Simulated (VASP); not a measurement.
LiH, 2 atoms in the cell. Symmetry: Fm-3m, No. 225, cubic system. Conventional cell: a = 4.007 Å, b = 4.007 Å, c = 4.007 Å, α = 90.00°, β = 90.00°, γ = 90.00°. Within 2.7 Å of Li (site symmetry m-3m) lie 6 H at 2.00 Å. H (site symmetry m-3m) has 6 Li at 2.00 Å within 2.7 Å. 

```yaml
Program: VASP 6.6.1
Task: single point
Functional: PBE
Potentials_or_basis: VASP PAW PBE potentials, release 64 (Li_sv, H)
Cutoff: 750 eV
k_mesh: 10 × 10 × 10
Occupations: gaussian, width 0.01 eV
Spin: no spin polarisation
Dipole_correction: no
Further_INCAR_settings: ALGO = Normal; EDIFF = 1e-06; NBANDS = 9
```

Potentials or basis: VASP PAW PBE potentials, release 64 (Li_sv, H).

Launch:

```sh
$ cat potpaw_PBE.64/Li_sv/POTCAR potpaw_PBE.64/H/POTCAR > POTCAR
$ mpirun -np 1 vasp_std > vasp.out
```

Hardware: 1 thread of Intel Xeon 8259CL, with other jobs on the host.

Q: Estimate the wall time of this run.

A: Wall time 22 s on 1 thread of Intel Xeon 8259CL, on a shared host, peak memory 0.15 GiB. Counts: scf iterations 11, k points 47.
